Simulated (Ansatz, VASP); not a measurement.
Two plane-wave programs on Co

File INCAR:

```
  PREC = Accurate
  ENCUT = 600
  EDIFF = 1E-6
  ISMEAR = -1
  SIGMA = 0.05
  LREAL = False
  LASPH = True
  NELM = 200
  ALGO = Normal
  ISIF = 2
  LWAVE = False
  LCHARG = True
  ISPIN = 2
  MAGMOM = 2 2
  LORBIT = 11
  LMAXMIX = 4
  GGA = PS
  LELF = True
  LVHAR = True
  NBANDS = 28
  GGA_COMPAT = False
```

The input KPOINTS:

```
Automatic mesh
0
Gamma
  12 12 7
```

The input POSCAR:

```
Co
1.0
    2.5200971126      0.0000000000      0.0000000000
   -1.2600485563      2.1824681195      0.0000000000
    0.0000000000      0.0000000000      4.1167599708
Co
2
Direct
    0.3333333333      0.6666666667      0.7401390000
    0.6666666667      0.3333333333      0.2598610000
```

File input.yaml:

```yaml
crystal:
  lattice:
    - [2.5200971126, 0.0, 0.0]
    - [-1.2600485563, 2.1824681195, 0.0]
    - [0.0, 0.0, 4.1167599708]
  atoms:
    - { symbol: Co, position: [0.3333333333, 0.6666666667, 0.740139], spin: 2.0 }
    - { symbol: Co, position: [0.6666666667, 0.3333333333, 0.259861], spin: 2.0 }
hamiltonian:
  xc: pbesol
  pseudopotentials: { kind: paw }
magnetization:
  spin_polarized: true
kpoints:
  mp_grid: { grid: [12, 12, 7] }
scf:
  occupations: { method: fermi_dirac, width: 0.05 }
output:
  forces: true
  stress: true
  eigenvalues: true
```

Alike in both runs: task single point; functional PBEsol; k mesh 12 × 12 × 7; occupations fermi-dirac, width 0.05 eV; collinear spin.

```csv
,VASP,Ansatz
version,VASP 6.6.1,Ansatz 0.2.0
potentials or method,"VASP PAW PBE potentials, release 64 (Co_sv)",Ansatz PAW
plane-wave cutoff (eV),600,420
valence electrons in the cell,34,34
```

Ansatz gave:

| Property | Result |
| --- | --- |
| gap on the k mesh at the Fermi level (eV) | none |
| pressure (GPa) | -16.2 |
| traceless stress, the component that is largest in VASP (GPa) | -1.60 |
| rms of the force components (eV/Å) | 0.188 |
| net moment per atom (μB) | 1.66 |
| size of the moment on the site where the two differ most (μB) | 1.74 |

Q: Estimate VASP's values.

A: gap on the k mesh at the Fermi level (eV): none; pressure (GPa): -19.7; traceless stress, the component that is largest in VASP (GPa): -1.61; rms of the force components (eV/Å): 0.185; net moment per atom (μB): 1.66; size of the moment on the site where the two differ most (μB): 1.73.

VASP's potentials were made for PBE, not for PBEsol. Site moments also hang on the region over which each program counts them. Atom by atom the forces differ by 0.003 eV/Å (rms over components). A gap of «none» marks a metal or a gap that the smearing closes.
